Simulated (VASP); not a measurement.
Wanted: the native input for a VASP 6.6.1 run.

```
Task                   : single point
Functional             : PBE
Potentials or basis    : VASP PAW PBE potentials, release 64 (Sn_d, Te)
Cutoff                 : 520 eV
k mesh                 : 10 × 10 × 10
Occupations            : gaussian, width 0.03 eV
Spin                   : no spin polarisation
Dipole correction      : no
Further INCAR settings : ALGO = Normal; EDIFF = 1e-06; NBANDS = 17
```

The structure of SnTe lies in POSCAR:

```
SnTe
1.0
    0.0000000000      3.1880650000      3.1565000000
    3.1565000000      0.0000000000      3.1565000000
    3.1565000000      3.1880650000      0.0000000000
Sn Te
1 1
Direct
    0.0000000000      0.0000000000      0.0000000000
    0.5000000000      0.5000000000      0.5000000000
```

This cell differs from its parent crystal: strain +0.0100 x Voigt [0, 1, 0, 0, 0, 0].

These files were run (other wordings do the same):

INCAR

```
SYSTEM = SnTe
PREC = Accurate
ENCUT = 520
EDIFF = 1E-6
ISMEAR = 0
SIGMA = 0.03
LREAL = .FALSE.
LASPH = .TRUE.
NELM = 100
ALGO = Normal
ISIF = 2
LWAVE = .FALSE.
LCHARG = .FALSE.
GGA = PE
NBANDS = 17
```

KPOINTS

```
regular mesh
0
G
  10 10 10
  0 0 0
```

Potentials or basis: VASP PAW PBE potentials, release 64 (Sn_d, Te).

Launch:

```bash
$ cat potpaw_PBE.64/Sn_d/POTCAR potpaw_PBE.64/Te/POTCAR > POTCAR
$ mpirun -np 1 vasp_std > vasp.out
```

Results of the run:

The pressure is 1.5 GPa. The band gap on the k mesh is 0.06 eV, direct.

Caveat: the cell differs from its parent crystal (strain +0.0100 x Voigt [0, 1, 0, 0, 0, 0]); spin-orbit coupling is left out, which moves the levels of the heavy elements.

It took 90 s on 1 thread of Intel(R) Xeon(R) Platinum 8259CL CPU @ 2.50GHz (Skylake/Cascade Lake) (shared host), peak memory 0.27 GiB.
